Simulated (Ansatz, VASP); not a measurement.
# One calculation of Ge2Sb2O, two programs

```
Ge Sb O
1.0
     6.08272    0.00000    0.00000
     0.00000    6.08272    0.00000
     0.00000    0.00000    5.75723
Ge Sb O
4 4 2
Cartesian
  1.2385 4.2799 2.8786
  1.8028 1.2385 2.8786
  4.8442 1.8028 2.8786
  4.2799 4.8442 2.8786
  1.5345 1.5068 0.0000
  4.5759 1.5345 0.0000
  4.5482 4.5759 0.0000
  1.5068 4.5482 0.0000
  0.0000 0.0000 2.8786
  3.0414 3.0414 2.8786
```

Change from the starting cell: species swapped into the Gd2MgGe2 type (P4/mbm, No. 127).

Alike in both runs: functional PBE; k mesh 4 × 4 × 4; occupations gaussian, width 0.1 eV; no spin polarisation.

Ansatz relaxed the structure, and its values are those at the end. VASP's run is a single point on that final structure, the one shown.

|  | VASP | Ansatz |
| --- | --- | --- |
| version | VASP 6.6.1 | Ansatz 0.2.0 |
| potentials or method | VASP PAW PBE potentials, release 64 (Ge_d, Sb, O), cutoff 520 eV | scalar-relativistic, plane waves, PAW |
| valence electrons in the cell | 88 | 128 |

Ansatz gave:

| Property | Result |
| --- | --- |
| gap on the k mesh at the Fermi level (eV) | none |
| pressure (GPa) | 0.1 |
| rms of the force components (eV/Å) | 0.003 |

Estimate VASP's values.

gap on the k mesh at the Fermi level (eV): none; pressure (GPa): 0.2; rms of the force components (eV/Å): 0.005.

A gap of «none» marks a metal or a gap that the smearing closes. The functional is the same, so the differences come from potentials, cutoffs and numerics. VASP's potentials hold 88 valence electrons a cell and Ansatz's 128, so a difference there can come from the potentials and not from the codes.

Spin-orbit coupling is off throughout.
